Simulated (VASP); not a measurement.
# Mg (P6_3/mmc) in VASP: notebook

The runs below take Mg through single point, relaxation of cell and atoms, with r2SCAN.

All numbers are computed with VASP 6.6.1; they aren't measurements. Logs are shortened: lines on timing, memory, paths and dates and some standing lists are left out, and cuts for length are marked.

### 1 The cell of the first run

It takes space group P6_3/mmc (No. 194, hexagonal). Conventional cell: a = 3.194 Å, b = 3.194 Å, c = 5.104 Å, α = 90.00°, β = 90.00°, γ = 120.00°. Mg (site symmetry -6m2) has 12 Mg at 3.15 to 3.19 Å within 4.1 Å.

### 2 Single point, r2SCAN

Contents of POSCAR:

```
Mg
1.0
    3.1938845506      0.0000000000      0.0000000000
   -1.5969422753      2.7659851576      0.0000000000
    0.0000000000      0.0000000000      5.1043803980
Mg
2
Direct
    0.3333333333      0.6666666667      0.2500000000
    0.6666666667      0.3333333333      0.7500000000
```

Contents of INCAR.step1:

```
SYSTEM = Mg
PREC     = Accurate       ! precision mode
ENCUT    = 520            ! plane-wave cutoff, eV
ISMEAR   = 0              ! smearing method
SIGMA    = 0.1            ! smearing width, eV
LREAL    = .FALSE.        ! projectors in reciprocal space
LASPH    = .TRUE.         ! aspherical terms in the spheres
NELM     = 100            ! most SCF steps
NBANDS   = 9              ! bands
GGA      = PE             ! functional
ALGO     = Normal         ! electronic algorithm
EDIFF    = 1E-4           ! SCF threshold, eV
LWAVE    = .TRUE.         ! write WAVECAR
LCHARG   = .FALSE.        ! write CHGCAR
```

Contents of INCAR.step2:

```
SYSTEM = Mg
PREC     = Accurate       ! precision mode
ENCUT    = 520            ! plane-wave cutoff, eV
EDIFF    = 1E-6           ! SCF threshold, eV
ISMEAR   = 0              ! smearing method
SIGMA    = 0.1            ! smearing width, eV
LREAL    = .FALSE.        ! projectors in reciprocal space
LASPH    = .TRUE.         ! aspherical terms in the spheres
NELM     = 100            ! most SCF steps
ALGO     = Normal         ! electronic algorithm
ISIF     = 2              ! what is computed and relaxed
LWAVE    = .FALSE.        ! write WAVECAR
LCHARG   = .TRUE.         ! write CHGCAR
METAGGA  = R2SCAN         ! meta-GGA
LMIXTAU  = .TRUE.       
LELF     = .TRUE.         ! ELF
LVHAR    = .TRUE.       
NBANDS   = 9              ! bands
ISTART   = 1
```

Contents of KPOINTS:

```
Automatic mesh
0
G
  15 15 8
  0 0 0
```

Potentials or basis: VASP PAW PBE potentials, release 64 (Mg).

Run with:

```console
$ cat potpaw_PBE.64/Mg/POTCAR > POTCAR
$ cp INCAR.step1 INCAR
$ mpirun -np 1 vasp_std > vasp.out
$ cp INCAR.step2 INCAR
$ mpirun -np 1 vasp_std > vasp.out
```

OUTCAR:

```text
SYSTEM = Mg
   PREC = Accurate
   ENCUT = 520
   EDIFF = 1E-6
   ISMEAR = 0
   LREAL = .FALSE.
   LASPH = .TRUE.
   NELM = 100
   ISIF = 2
   METAGGA = R2SCAN
   ISTART = 1

 ion  position               nearest neighbor table
   1  0.333  0.667  0.250-   2 3.15   2 3.15   2 3.15   2 3.15   2 3.15   2 3.15
   2  0.667  0.333  0.750-   1 3.15   1 3.15   1 3.15   1 3.15   1 3.15   1 3.15

  LATTYP: Found a hexagonal cell.
 ALAT       =     3.1938845506
 C/A-ratio  =     1.5981731077

  Lattice vectors:

 A1 = (   3.1938845506,   0.0000000000,   0.0000000000)
 A2 = (  -1.5969422753,   2.7659851576,   0.0000000000)
 A3 = (   0.0000000000,   0.0000000000,   5.1043803980)

Analysis of symmetry for initial positions (statically):
=====================================================================
 Subroutine PRICEL returns:
 Original cell was already a primitive cell.

 Routine SETGRP: Setting up the symmetry group for a
 hexagonal supercell.

 Subroutine GETGRP returns: Found 24 space group operations
 (whereof 12 operations were pure point group operations)
 out of a pool of 24 trial point group operations.

The static configuration has the point symmetry D_3d.
 The point group associated with its full space group is D_6h.

Analysis of symmetry for dynamics (positions and initial velocities):
=====================================================================
 Subroutine PRICEL returns:
 Original cell was already a primitive cell.

 Routine SETGRP: Setting up the symmetry group for a
 hexagonal supercell.

 Subroutine GETGRP returns: Found 24 space group operations
 (whereof 12 operations were pure point group operations)
 out of a pool of 24 trial point group operations.

The dynamic configuration has the point symmetry D_3d.
 The point group associated with its full space group is D_6h.

 Subroutine INISYM returns: Found 24 space group operations
 (whereof 12 operations are pure point group operations),
 and found     1 'primitive' translations

----------------------------------------------------------------------------------------

                                     Primitive cell

  volume of cell :      45.0933

  direct lattice vectors                    reciprocal lattice vectors
     3.193884551  0.000000000  0.000000000     0.313098355  0.180767420  0.000000000
    -1.596942275  2.765985158  0.000000000     0.000000000  0.361534839  0.000000000
     0.000000000  0.000000000  5.104380398     0.000000000  0.000000000  0.195910164

  length of vectors
     3.193884551  3.193884551  5.104380398     0.361534839  0.361534839  0.195910164

  position of ions in fractional coordinates (direct lattice)
     0.333333333  0.666666667  0.250000000
     0.666666667  0.333333333  0.750000000

  ion indices of the primitive-cell ions
   primitive index   ion index
                 1           1
                 2           2

----------------------------------------------------------------------------------------

 KPOINTS: Automatic mesh

Automatic generation of k-mesh.
 Grid dimensions read from file:
 generate k-points for:   15   15    8

 Generating k-lattice:

  Cartesian coordinates                     Fractional coordinates (reciprocal lattice)
     0.020873224  0.012051161  0.000000000     0.066666667  0.000000000  0.000000000
     0.000000000  0.024102323  0.000000000     0.000000000  0.066666667  0.000000000
     0.000000000  0.000000000  0.024488770     0.000000000  0.000000000  0.125000000

  Length of vectors
     0.024102323  0.024102323  0.024488770

  Shift w.r.t. Gamma in fractional coordinates (k-lattice)
     0.000000000  0.000000000  0.000000000

 Subroutine IBZKPT returns following result:
 ===========================================

 Found    135 irreducible k-points:

 Following reciprocal coordinates:
            Coordinates               Weight
  0.000000  0.000000  0.000000      1.000000
  0.066667 -0.000000  0.000000      6.000000
  0.133333  0.000000  0.000000      6.000000
  0.200000  0.000000  0.000000      6.000000
  0.266667  0.000000  0.000000      6.000000
  0.333333  0.000000  0.000000      6.000000
[... 16 lines left out ...]
  0.333333  0.200000  0.000000     12.000000
  0.400000  0.200000  0.000000      6.000000
 [... further k-points ...]
   k-points           NKPTS =    135   k-points in BZ     NKDIM =    135   number of bands    NBANDS=      9
   number of dos      NEDOS =    301   number of ions     NIONS =      2
   total plane-waves  NPLWV =  23040
   dimension x,y,z NGX =    24 NGY =   24 NGZ =   40
   dimension x,y,z NGXF=    48 NGYF=   48 NGZF=   80
   ions per type =               2
   NGX,Y,Z   is equivalent  to a cutoff of  12.49, 12.49, 13.03 a.u.
   NGXF,Y,Z  is equivalent  to a cutoff of  24.98, 24.98, 26.06 a.u.
 SYSTEM =  Mg
   PREC   = accura    normal or accurate (medium, high low for compatibility)
   ISTART =      1    job   : 0-new  1-cont  2-samecut
   ICHARG =      0    charge: 1-file 2-atom 10-const
   ISPIN  =      1    spin polarized calculation?
   LNONCOLLINEAR =      F non collinear calculations
   LSORBIT =      F    spin-orbit coupling
   LASPH  =      T    aspherical Exc in radial PAW
   ENCUT  =  520.0 eV  38.22 Ry    6.18 a.u.   5.94  5.94  9.49*2*pi/ulx,y,z
   NELM   =    100;   NELMIN=  2; NELMDL=  0     # of ELM steps
   EDIFF  = 0.1E-05   stopping-criterion for ELM
   LREAL  =      F    real-space projection
   EDIFFG = 0.1E-04   stopping-criterion for IOM
   NSW    =      0    number of steps for IOM
   IBRION =     -1    ionic relax: 0-MD 1-quasi-New 2-CG
   NFREE  =      0    steps in history (QN), initial steepest desc. (CG)
   ISIF   =      2    stress and relaxation
   ISYM   =      2    0-nonsym 1-usesym 2-fastsym
   POTIM  = 0.5000    time-step for ionic-motion
   TEBEG  =    0.0;   TEEND  =   0.0 temperature during run
   PSTRESS=    0.0 pullay stress
   NELECT =       4.0000    total number of electrons
   NUPDOWN=      -1.0000    fix difference up-down
   EMIN   =  10.00;   EMAX   =-10.00  energy-range for DOS
   EFERMI =   0.00;   METHOD = LEGACY
   ISMEAR =     0;   SIGMA  =   0.10  broadening in eV -4-tet -1-fermi 0-gaus
   EFERMI_NEDOS =   21; number of points for ismear=-14 and -15
   IALGO  =     38    algorithm
   IMIX   =      4    mixing-type and parameters
     AMIX     =   0.40;   BMIX     =  1.00
     AMIX_MAG =   1.60;   BMIX_MAG =  1.00
  volume/ion in A,a.u.               =      22.55       152.15
  Fermi-wavevector in a.u.,A,eV,Ry     =   0.730114  1.379716  7.252813  0.533067
  Thomas-Fermi vector in A             =   1.822004
   LORBIT       =      0    0 simple, 1 ext, 2 COOP (PROOUT), +10 PAW based schemes
   METAGGA = R2SCAN    functional components
   LHFCALC =     F    Hartree Fock is set to
   AEXX    =    0.0000 exact exchange contribution
   IVDW    =     0    specifies the selected vdW correction
   LEPSILON=     F    determine dielectric tensor
   LRPA    =     F    only Hartree local field effects (RPA)
 non-spin polarized calculation
 Gauss-broadening in eV      SIGMA  =   0.10
  energy-cutoff  :      520.00
  volume of cell :       45.09
 maximum number of plane-waves:      1242
 NGX is ok and might be reduce to    24
   NGX = 11   NGY = 11   NGZ = 19

 number of electron       4.0000000 magnetization

 Free energy of the ion-electron system (eV)
  ---------------------------------------------------
  ext. energy  EPLUGINS =         0.00000000
  ---------------------------------------------------
  free energy    TOTEN  =        -8.29991596 eV

  energy without entropy =       -8.29611541  energy(sigma->0) =       -8.29801569

 E-fermi :   2.7407     XC(G=0):  -9.0967

 val. band max:        2.7244668276   @ k =   0.1333   0.1333   0.0000
 cond. band min:       2.8022389020   @ k =   0.2000   0.0667   0.0000
 fundamental gap:      0.0777720744
 Fermi energy:         2.7407175941

 k-point     1 :       0.0000    0.0000    0.0000
  band No.  band energies     occupation
      1      -4.7273      2.00000
      2       0.8979      2.00000
      3       1.6989      2.00000
      4      14.3729      0.00000
      5      14.3730      0.00000
      6      14.5272      0.00000
      7      14.5272      0.00000
      8      15.5128      0.00000
      9      17.1973      0.00000

 k-point     2 :       0.0667   -0.0000    0.0000
  band No.  band energies     occupation
      1      -4.6340      2.00000
      2       0.9838      2.00000
      3       1.7873      2.00000
      4      12.5072      0.00000
      5      13.3605      0.00000
      6      14.2260      0.00000
      7      15.6643      0.00000
      8      16.4474      0.00000
      9      17.5250      0.00000

 k-point     3 :       0.1333    0.0000    0.0000
  band No.  band energies     occupation
      1      -4.3545      2.00000
      2       1.2417      2.00000
      3       2.0499      2.00000
      4      10.3267      0.00000
      5      12.4243      0.00000
      6      13.2038      0.00000
      7      15.4210      0.00000
      8      16.3447      0.00000
      9      16.8354      0.00000

 k-point     4 :       0.2000    0.0000    0.0000
  band No.  band energies     occupation
      1      -3.8906      2.00000
      2       1.6717      2.00000
      3       2.4756      1.99982
      4       8.2472      0.00000
      5      11.6428      0.00000
      6      12.1147      0.00000
      7      13.3293      0.00000
      8      15.0337      0.00000
      9      16.5141      0.00000
[... 205 lines left out ...]
 k-point    22 :       0.2667    0.2000    0.0000
  band No.  band energies     occupation
      1      -1.3338      2.00000
      2       3.6487      0.00000
      3       4.0848      0.00000
      4       4.7055      0.00000
      5       6.1941      0.00000
      6       9.2511      0.00000
      7      10.6114      0.00000
      8      10.6797      0.00000
      9      12.2290      0.00000

 k-point    23 :       0.3333    0.2000    0.0000
  band No.  band energies     occupation
      1      -0.2615      2.00000
      2       2.3374      2.00000
      3       4.6912      0.00000
      4       5.1174      0.00000
      5       6.5690      0.00000
      6       7.7270      0.00000
      7       9.3820      0.00000
      8      10.3850      0.00000
      9      11.9270      0.00000

 k-point    24 :       0.4000    0.2000    0.0000
  band No.  band energies     occupation
      1       0.8901      2.00000
      2       1.0548      2.00000
      3       4.6893      0.00000
      4       6.1762      0.00000
      5       6.4994      0.00000
      6       6.9855      0.00000
      7       8.7200      0.00000
      8      10.2914      0.00000
      9      11.8332      0.00000

 [... further k-points ...]
[... 5 lines left out ...]
  --------------------------------------------------------------------------------------
  -------------------------------------------------------------------------------------
  Total       -0.0736716     -0.0736716     -0.0727294      0.0000000      0.0000000      0.0000000
  in kB       -2.6175728     -2.6175728     -2.5840939      0.0000000      0.0000000      0.0000000
  external PRESSURE =      -2.6064132 kB  Pullay stress =       0.0000000 kB

 VOLUME and BASIS-vectors are now :
 -----------------------------------------------------------------------------
  energy-cutoff  :      520.00
  volume of cell :       45.09
      direct lattice vectors                 reciprocal lattice vectors
     3.193884551  0.000000000  0.000000000     0.313098355  0.180767420  0.000000000
    -1.596942275  2.765985158  0.000000000     0.000000000  0.361534839  0.000000000
     0.000000000  0.000000000  5.104380398     0.000000000  0.000000000  0.195910164

 POSITION                                       TOTAL-FORCE (eV/Angst)
 -----------------------------------------------------------------------------------
     -0.00000      1.84399      1.27610         0.000000     -0.000000      0.000000
      1.59694      0.92200      3.82829        -0.000000      0.000000      0.000000
 -----------------------------------------------------------------------------------
    total drift:                                0.000000     -0.000000      0.000000

  FREE ENERGIE OF THE ION-ELECTRON SYSTEM (eV)
  ---------------------------------------------------
  free  energy   TOTEN  =        -8.2999159632 eV

  energy  without entropy=       -8.2961154097  energy(sigma->0) =       -8.29801569
```

Run time: 3.3 min. Hardware: 1 thread of AMD EPYC 7R43 (Zen 3), shared host; peak memory 0.16 GiB.

Results:

```yaml
Free_energy: -8.2999 eV
Pressure: -0.3 GPa
Band_gap_on_the_k_mesh: zero (band 2 reaches 3.65 eV, above the bottom of band 3 at 1.70 eV)
```

Levels at points of the mesh, in eV from the Fermi level:
```tsv
k point	band 1	band 2	band 3	band 4	band 5	band 6
(0.00, 0.00, 0.00)	-7.47	-1.84	-1.04	11.63	11.63	11.79
(0.00, 0.00, 0.50)	-5.94	-5.94	5.70	5.70	12.41	12.41
```

Caveat: the PAW data sets were made with another functional, which shifts forces and pressure a little.

(Continued in part 2 of 2.)
